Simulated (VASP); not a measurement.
Wanted: the native input for a VASP 6.6.1 run.

| Property | Result |
| --- | --- |
| Task | single point |
| Functional | r2SCAN |
| Potentials or basis | VASP PAW PBE potentials, release 64 (Al, Ga_d, N) |
| Cutoff | 520 eV |
| k mesh | 6 × 6 × 6 |
| Occupations | gaussian, width 0.02 eV |
| Spin | no spin polarisation |
| Dipole correction | no |
| Further INCAR settings | ALGO = Normal; EDIFF = 1e-06; NBANDS = 46 |

The system is Al2GaN3.

```
CELL_PARAMETERS angstrom
5.46853 0.00000 0.00000
-2.73426 4.73588 0.00000
0.00000 0.00000 5.10316
ATOMIC_POSITIONS crystal
Al 0.66880 0.00000 0.99726
Al 0.33120 0.33120 0.99726
Al 0.00000 0.66880 0.99726
Al 0.00000 0.00000 0.49864
Ga 0.66667 0.33333 0.49852
Ga 0.33333 0.66667 0.49852
N 0.67553 0.00000 0.37155
N 0.32447 0.32447 0.37155
N 0.00000 0.67553 0.37155
N 0.00000 0.00000 0.87386
N 0.66667 0.33333 0.88702
N 0.33333 0.66667 0.88702
```

One way to write it, as run:

POSCAR

```
Al2GaN3
1.0
    5.4685279600      0.0000000000      0.0000000000
   -2.7342639800      4.7358841347      0.0000000000
    0.0000000000      0.0000000000      5.1031560000
Al Ga N
4 2 6
Direct
    0.6687975000      0.0000000000      0.9972550000
    0.3312025000      0.3312025000      0.9972550000
    0.0000000000      0.6687975000      0.9972550000
    0.0000000000      0.0000000000      0.4986360000
    0.6666666667      0.3333333333      0.4985220000
    0.3333333333      0.6666666667      0.4985220000
    0.6755295000      0.0000000000      0.3715540000
    0.3244705000      0.3244705000      0.3715540000
    0.0000000000      0.6755295000      0.3715540000
    0.0000000000      0.0000000000      0.8738580000
    0.6666666667      0.3333333333      0.8870170000
    0.3333333333      0.6666666667      0.8870170000
```

INCAR.step1

```
PREC = Accurate
ENCUT = 520
ISMEAR = 0
SIGMA = 0.02
LREAL = False
LASPH = True
NELM = 80
NBANDS = 46
GGA = PE
ALGO = Normal
EDIFF = 1E-4
LWAVE = True
LCHARG = False
```

INCAR.step2

```
PREC = Accurate
ENCUT = 520
EDIFF = 1E-6
ISMEAR = 0
SIGMA = 0.02
LREAL = False
LASPH = True
NELM = 80
ALGO = Normal
ISIF = 2
LWAVE = False
LCHARG = False
METAGGA = R2SCAN
LMIXTAU = True
NBANDS = 46
ISTART = 1
```

KPOINTS

```
Automatic mesh
0
Gamma
  6 6 6
```

Potentials or basis: VASP PAW PBE potentials, release 64 (Al, Ga_d, N).

Run with:

```bash
$ cat potpaw_PBE.64/Al/POTCAR potpaw_PBE.64/Ga_d/POTCAR potpaw_PBE.64/N/POTCAR > POTCAR
$ cp INCAR.step1 INCAR
$ mpirun -np 1 vasp_std > vasp.out
$ cp INCAR.step2 INCAR
$ mpirun -np 1 vasp_std > vasp.out
```

Results of the run:

```
Pressure               : -5.1 GPa
Largest force          : 0.023 eV/Å
Band gap on the k mesh : 3.75 eV
```

Caveat: the cell stands under tension; the PAW data sets were made with another functional, which shifts forces and pressure a little.

It took 24 min on 1 thread of Intel Xeon 8259CL (shared host), peak memory 0.38 GiB.
